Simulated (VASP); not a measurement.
# HgSe4 (P-43m) in VASP: density of states with PBE

Aim: the density of states of HgSe4 with PBE.

Everything below comes from runs of VASP 6.6.1. Logs are shortened: lines on timing, memory, paths and dates and some standing lists are left out, and cuts for length are marked.

## 1. The cell of the first run

Symmetry: P-43m, No. 215, cubic system. Conventional cell: a = 5.103 Å, b = 5.103 Å, c = 5.103 Å, α = 90.00°, β = 90.00°, γ = 90.00°. Within 3.6 Å of Hg (site symmetry -43m) lie 4 Se at 2.74 Å. Se (site symmetry 3m) has 3 Se at 2.74 Å and 1 Hg at 2.74 Å within 3.6 Å.

## 2. Density of states, PBE

The input, POSCAR:

```
HgSe4
1.0
    5.1025865353      0.0000000000      0.0000000000
    0.0000000000      5.1025865353      0.0000000000
    0.0000000000      0.0000000000      5.1025865353
Hg Se
1 4
Direct
    0.0000000000      0.0000000000      0.0000000000
    0.3102133564      0.3102133564      0.3102133564
    0.6897866436      0.6897866436      0.3102133564
    0.3102133564      0.6897866436      0.6897866436
    0.6897866436      0.3102133564      0.6897866436
```

The input, INCAR.step1:

```
SYSTEM = HgSe4
PREC = Accurate
ENCUT = 520
EDIFF = 1E-6
ISMEAR = 0
SIGMA = 0.1
LREAL = .FALSE.
LASPH = .TRUE.
NELM = 100
ALGO = Normal
ISIF = 2
LWAVE = .FALSE.
LCHARG = .TRUE.
GGA = PE
NBANDS = 26
```

The input, KPOINTS.step1:

```
regular mesh
0
G
  8 8 8
  0 0 0
```

The input, INCAR.step2:

```
SYSTEM = HgSe4
PREC = Accurate
ENCUT = 520
EDIFF = 1E-6
ISMEAR = -5
SIGMA = 0.1
LREAL = .FALSE.
LASPH = .TRUE.
NELM = 100
ALGO = Normal
ISIF = 2
LWAVE = .FALSE.
LCHARG = .FALSE.
GGA = PE
LORBIT = 11
NBANDS = 26
NEDOS = 1001
ICHARG = 11
```

The input, KPOINTS.step2:

```
regular mesh
0
G
  12 12 12
  0 0 0
```

Potentials or basis: VASP PAW PBE potentials, release 64 (Hg, Se).

The run is started by

```bash
cat potpaw_PBE.64/Hg/POTCAR potpaw_PBE.64/Se/POTCAR > POTCAR
cp INCAR.step1 INCAR
cp KPOINTS.step1 KPOINTS
mpirun -np 1 vasp_std > vasp.out
cp INCAR.step2 INCAR
cp KPOINTS.step2 KPOINTS
mpirun -np 1 vasp_std > vasp.out
```

OUTCAR:

```text
SYSTEM = HgSe4
   PREC = Accurate
   ENCUT = 520
   EDIFF = 1E-6
   ISMEAR = -5
   LREAL = .FALSE.
   LASPH = .TRUE.
   NELM = 100
   ISIF = 2
   GGA = PE
   LORBIT = 11
   ICHARG = 11

 ion  position               nearest neighbor table
   1  0.000  0.000  0.000-   2 2.74   3 2.74   4 2.74   5 2.74
   2  0.310  0.310  0.310-   3 2.74   4 2.74   5 2.74   1 2.74
   3  0.690  0.690  0.310-   2 2.74   4 2.74   5 2.74   1 2.74
   4  0.310  0.690  0.690-   2 2.74   3 2.74   5 2.74   1 2.74
   5  0.690  0.310  0.690-   2 2.74   3 2.74   4 2.74   1 2.74

  LATTYP: Found a simple cubic cell.
 ALAT       =     5.1025865353

  Lattice vectors:

 A1 = (   5.1025865353,   0.0000000000,   0.0000000000)
 A2 = (   0.0000000000,   5.1025865353,   0.0000000000)
 A3 = (   0.0000000000,   0.0000000000,   5.1025865353)

Analysis of symmetry for initial positions (statically):
=====================================================================
 Subroutine PRICEL returns:
 Original cell was already a primitive cell.

 Routine SETGRP: Setting up the symmetry group for a
 simple cubic supercell.

 Subroutine GETGRP returns: Found 24 space group operations
 (whereof 24 operations were pure point group operations)
 out of a pool of 48 trial point group operations.

The static configuration has the point symmetry T_d .

Analysis of symmetry for dynamics (positions and initial velocities):
=====================================================================
 Subroutine PRICEL returns:
 Original cell was already a primitive cell.

 Routine SETGRP: Setting up the symmetry group for a
 simple cubic supercell.

 Subroutine GETGRP returns: Found 24 space group operations
 (whereof 24 operations were pure point group operations)
 out of a pool of 48 trial point group operations.

The dynamic configuration has the point symmetry T_d .

 Subroutine INISYM returns: Found 24 space group operations
 (whereof 24 operations are pure point group operations),
 and found     1 'primitive' translations

----------------------------------------------------------------------------------------

                                     Primitive cell

  volume of cell :     132.8529

  direct lattice vectors                    reciprocal lattice vectors
     5.102586535  0.000000000  0.000000000     0.195979038  0.000000000  0.000000000
     0.000000000  5.102586535  0.000000000     0.000000000  0.195979038  0.000000000
     0.000000000  0.000000000  5.102586535     0.000000000  0.000000000  0.195979038

  length of vectors
     5.102586535  5.102586535  5.102586535     0.195979038  0.195979038  0.195979038

  position of ions in fractional coordinates (direct lattice)
     0.000000000  0.000000000  0.000000000
     0.310213356  0.310213356  0.310213356
     0.689786644  0.689786644  0.310213356
     0.310213356  0.689786644  0.689786644
     0.689786644  0.310213356  0.689786644

  ion indices of the primitive-cell ions
   primitive index   ion index
                 1           1
                 2           2
                 3           3
                 4           4
                 5           5

----------------------------------------------------------------------------------------

 KPOINTS: regular mesh

Automatic generation of k-mesh.
 Grid dimensions read from file:
 generate k-points for:   12   12   12

 Generating k-lattice:

  Cartesian coordinates                     Fractional coordinates (reciprocal lattice)
     0.016331586  0.000000000  0.000000000     0.083333333  0.000000000  0.000000000
     0.000000000  0.016331586  0.000000000     0.000000000  0.083333333  0.000000000
     0.000000000  0.000000000  0.016331586     0.000000000  0.000000000  0.083333333

  Length of vectors
     0.016331586  0.016331586  0.016331586

  Shift w.r.t. Gamma in fractional coordinates (k-lattice)
     0.000000000  0.000000000  0.000000000

 TETIRR: Found    854 inequivalent tetrahedra from    10368

 Subroutine IBZKPT returns following result:
 ===========================================

 Found     84 irreducible k-points:

 Following reciprocal coordinates:
            Coordinates               Weight
  0.000000  0.000000  0.000000      1.000000
  0.083333  0.000000  0.000000      6.000000
  0.166667  0.000000  0.000000      6.000000
  0.250000  0.000000  0.000000      6.000000
  0.333333  0.000000  0.000000      6.000000
  0.416667  0.000000  0.000000      6.000000
[... 16 lines left out ...]
  0.333333  0.333333  0.000000     12.000000
  0.416667  0.333333  0.000000     24.000000
 [... further k-points ...]
   k-points           NKPTS =     84   k-points in BZ     NKDIM =     84   number of bands    NBANDS=     26
   number of dos      NEDOS =   1001   number of ions     NIONS =      5
   total plane-waves  NPLWV =  64000
   dimension x,y,z NGX =    40 NGY =   40 NGZ =   40
   dimension x,y,z NGXF=    80 NGYF=   80 NGZF=   80
   ions per type =               1   4
   NGX,Y,Z   is equivalent  to a cutoff of  13.03, 13.03, 13.03 a.u.
   NGXF,Y,Z  is equivalent  to a cutoff of  26.06, 26.06, 26.06 a.u.
 SYSTEM =  HgSe4
   PREC   = accura    normal or accurate (medium, high low for compatibility)
   ISTART =      0    job   : 0-new  1-cont  2-samecut
   ICHARG =     11    charge: 1-file 2-atom 10-const
   ISPIN  =      1    spin polarized calculation?
   LNONCOLLINEAR =      F non collinear calculations
   LSORBIT =      F    spin-orbit coupling
   LASPH  =      T    aspherical Exc in radial PAW
   ENCUT  =  520.0 eV  38.22 Ry    6.18 a.u.   9.49  9.49  9.49*2*pi/ulx,y,z
   NELM   =    100;   NELMIN=  2; NELMDL=  0     # of ELM steps
   EDIFF  = 0.1E-05   stopping-criterion for ELM
   LREAL  =      F    real-space projection
   EDIFFG = 0.1E-04   stopping-criterion for IOM
   NSW    =      0    number of steps for IOM
   IBRION =     -1    ionic relax: 0-MD 1-quasi-New 2-CG
   NFREE  =      0    steps in history (QN), initial steepest desc. (CG)
   ISIF   =      2    stress and relaxation
   ISYM   =      2    0-nonsym 1-usesym 2-fastsym
   POTIM  = 0.5000    time-step for ionic-motion
   TEBEG  =    0.0;   TEEND  =   0.0 temperature during run
   PSTRESS=    0.0 pullay stress
   NELECT =      36.0000    total number of electrons
   NUPDOWN=      -1.0000    fix difference up-down
   EMIN   =  10.00;   EMAX   =-10.00  energy-range for DOS
   EFERMI =   0.00;   METHOD = LEGACY
   ISMEAR =    -5;   SIGMA  =   0.10  broadening in eV -4-tet -1-fermi 0-gaus
   EFERMI_NEDOS =   21; number of points for ismear=-14 and -15
   IALGO  =     38    algorithm
   IMIX   =      4    mixing-type and parameters
     AMIX     =   0.40;   BMIX     =  1.00
     AMIX_MAG =   1.60;   BMIX_MAG =  1.00
  volume/ion in A,a.u.               =      26.57       179.31
  Fermi-wavevector in a.u.,A,eV,Ry     =   1.059380  2.001939 15.269641  1.122287
  Thomas-Fermi vector in A             =   2.194724
   LORBIT       =     11    0 simple, 1 ext, 2 COOP (PROOUT), +10 PAW based schemes
   GGA     = PE    functional components
   LHFCALC =     F    Hartree Fock is set to
   AEXX    =    0.0000 exact exchange contribution
   IVDW    =     0    specifies the selected vdW correction
   LEPSILON=     F    determine dielectric tensor
   LRPA    =     F    only Hartree local field effects (RPA)
 non-spin polarized calculation
 Fermi weights with tetrahedron method with Bloechl corrections
  energy-cutoff  :      520.00
  volume of cell :      132.85
 maximum number of plane-waves:      3695
 NGX is ok and might be reduce to    40

 number of electron      36.0000003 magnetization

 Free energy of the ion-electron system (eV)
  ---------------------------------------------------
  ext. energy  EPLUGINS =         0.00000000
  ---------------------------------------------------
  free energy    TOTEN  =       -11.37208746 eV

  energy without entropy =      -11.37208746  energy(sigma->0) =      -11.37208746

 E-fermi :   2.7050     XC(G=0):  -9.3317

 val. band max:        2.6955414853   @ k =   0.4167   0.0833   0.0000
 cond. band min:       2.6687549240   @ k =   0.3333   0.3333   0.0000
 fundamental gap:     -0.0267865612
 Fermi energy:         2.7050282179

 k-point     1 :       0.0000    0.0000    0.0000
  band No.  band energies     occupation
      1     -12.5329      2.00000
      2      -9.4925      2.00000
      3      -9.4925      2.00000
      4      -9.4925      2.00000
      5      -4.2506      2.00000
      6      -4.0776      2.00000
[... 18 lines left out ...]
     25       7.7882      0.00000
     26       8.2597      0.00000

 k-point     2 :       0.0833    0.0000    0.0000
  band No.  band energies     occupation
      1     -12.5180      2.00000
      2      -9.5322      2.00000
      3      -9.4910      2.00000
      4      -9.4910      2.00000
      5      -4.3262      2.00000
      6      -4.0738      2.00000
[... 18 lines left out ...]
     25       7.8089      0.00000
     26       8.5107      0.00000

 k-point     3 :       0.1667    0.0000    0.0000
  band No.  band energies     occupation
      1     -12.4759      2.00000
      2      -9.6404      2.00000
      3      -9.4871      2.00000
      4      -9.4871      2.00000
      5      -4.4134      2.00000
      6      -4.0634      2.00000
[... 572 lines left out ...]
 k-point    23 :       0.3333    0.3333    0.0000
  band No.  band energies     occupation
      1     -12.1898      2.00000
      2      -9.8611      2.00000
      3      -9.7963      2.00000
      4      -9.5177      2.00000
      5      -4.5164      2.00000
      6      -4.1478      2.00000
[... 18 lines left out ...]
     25       9.1314      0.00000
     26      10.5157      0.00000

 k-point    24 :       0.4167    0.3333    0.0000
  band No.  band energies     occupation
      1     -12.1455      2.00000
      2      -9.9217      2.00000
      3      -9.7913      2.00000
      4      -9.5346      2.00000
      5      -4.5231      2.00000
      6      -4.1464      2.00000
[... 18 lines left out ...]
     25       9.4234      0.00000
     26      10.4147      0.00000

 [... further k-points ...]
[... 5 lines left out ...]
  --------------------------------------------------------------------------------------
  -------------------------------------------------------------------------------------
  Total       -0.0010830     -0.0010830     -0.0010830     -0.0000000     -0.0000000      0.0000000
  in kB       -0.0130603     -0.0130603     -0.0130603     -0.0000000     -0.0000000      0.0000000
  external PRESSURE =      -0.0130603 kB  Pullay stress =       0.0000000 kB

 VOLUME and BASIS-vectors are now :
 -----------------------------------------------------------------------------
  energy-cutoff  :      520.00
  volume of cell :      132.85
      direct lattice vectors                 reciprocal lattice vectors
     5.102586535  0.000000000  0.000000000     0.195979038  0.000000000  0.000000000
     0.000000000  5.102586535  0.000000000     0.000000000  0.195979038  0.000000000
     0.000000000  0.000000000  5.102586535     0.000000000  0.000000000  0.195979038

 POSITION                                       TOTAL-FORCE (eV/Angst)
 -----------------------------------------------------------------------------------
      0.00000      0.00000      0.00000        -0.000000      0.000000     -0.000000
      1.58289      1.58289      1.58289         0.020481      0.020481      0.020481
      3.51970      3.51970      1.58289        -0.020481     -0.020481      0.020481
      1.58289      3.51970      3.51970         0.020481     -0.020481     -0.020481
      3.51970      1.58289      3.51970        -0.020481      0.020481     -0.020481
 -----------------------------------------------------------------------------------
    total drift:                               -0.000000     -0.000000     -0.000000

  FREE ENERGIE OF THE ION-ELECTRON SYSTEM (eV)
  ---------------------------------------------------
  free  energy   TOTEN  =       -11.3720874641 eV

  energy  without entropy=      -11.3720874641  energy(sigma->0) =      -11.37208746

 total charge

# of ion       s       p       d       tot
------------------------------------------
    1        0.854   0.265   9.335  10.454
    2        1.525   2.083   0.041   3.649
    3        1.525   2.083   0.041   3.649
    4        1.525   2.083   0.041   3.649
    5        1.525   2.083   0.041   3.649
--------------------------------------------------
tot          6.953   8.597   9.499  25.049
```

Run time: 2.8 min. Hardware: 1 thread of Intel Xeon Platinum 8375C at 2.90GHz (Ice Lake), shared host; peak memory 0.39 GiB.

What came out:

| Quantity | Value |
| --- | --- |
| Valence electrons inside the program's atomic spheres | Hg 10.45; Se 3.65 |

Caveat: spin-orbit coupling is left out, which moves the levels of the heavy elements; tetrahedron occupations give inexact forces and stress in metals.
